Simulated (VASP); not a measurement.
Wanted: the native input for a VASP 6.6.1 run.

```yaml
Task: single point
Functional: PBE
Dispersion: D3(BJ)
Potentials_or_basis: VASP PAW PBE potentials, release 64 (Hf_pv, O)
Cutoff: 520 eV
k_mesh: 6 × 6 × 6
Occupations: gaussian, width 0.01 eV
Spin: no spin polarisation
Dipole_correction: no
Further_INCAR_settings: ALGO = Normal; EDIFF = 1e-06; NBANDS = 18
```

The structure of HfO2 lies in POSCAR:

```
HfO2
1.0
    0.0000000000      2.5911551753      2.5911551753
    2.5911551753      0.0000000000      2.5911551753
    2.5911551753      2.5911551753      0.0000000000
Hf O
1 2
Direct
    0.0000000000      0.0000000000      0.0000000000
    0.2500000000      0.2500000000      0.2500000000
    0.7500000000      0.7500000000      0.7500000000
```

One way to write it, as run:

INCAR

```
ALGO = Normal
EDIFF = 1E-6
ENCUT = 520
GGA = PE
ISIF = 2
ISMEAR = 0
IVDW = 12
LASPH = True
LCHARG = False
LREAL = False
LWAVE = False
NBANDS = 18
NELM = 80
PREC = Accurate
SIGMA = 0.01
```

KPOINTS

```
k-points
0
Gamma
  6 6 6
```

Potentials or basis: VASP PAW PBE potentials, release 64 (Hf_pv, O).

The run is started by

```bash
$ cat potpaw_PBE.64/Hf_pv/POTCAR potpaw_PBE.64/O/POTCAR > POTCAR
$ mpirun -np 1 vasp_std > vasp.out
```

It gave:

The pressure is -17.4 GPa and the band gap on the k mesh is 3.62 eV, direct. The dispersion energy per atom is -0.224 eV.

Caveat: spin-orbit coupling is left out, which moves the levels of the heavy elements.

Run time: 20 s on 1 thread of Intel Xeon 8259CL, on a shared host, peak memory 0.17 GiB.
